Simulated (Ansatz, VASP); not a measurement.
## NaH in VASP and in Ansatz

```
Na H
1.0
     3.87260    0.00000    0.00000
    -1.93630    3.35377    0.00000
     0.00000    0.00000    4.72976
Na H
2 2
Direct
  0.33333 0.66667 0.25000
  0.66667 0.33333 0.75000
  0.66667 0.33333 0.25000
  0.33333 0.66667 0.75000
```

Alike in both runs: task single point; functional r2SCAN; k mesh 6 × 6 × 4; no spin polarisation.

|  | VASP | Ansatz |
| --- | --- | --- |
| version | VASP 6.6.1 | Ansatz 0.2.0 |
| potentials or method | VASP PAW PBE potentials, release 64 (Na_pv, H) | plane waves, PAW |
| plane-wave cutoff (eV) | 520 | 500 |
| occupations | gaussian, width 0.01 eV | fixed |
| valence electrons in the cell | 16 | 20 |

```tsv
	VASP	Ansatz	Ansatz less VASP
gap on the k mesh at the Fermi level (eV)	3.70	3.69	-0.012
pressure (GPa)	1.3	1.4	+0.12
traceless stress, the component that is largest in VASP (GPa)	-0.15	0.01	+0.153
```

VASP's potentials were made for PBE, not for r2SCAN. VASP's potentials hold 16 valence electrons a cell and Ansatz's 20, so a difference there can come from the potentials and not from the codes.
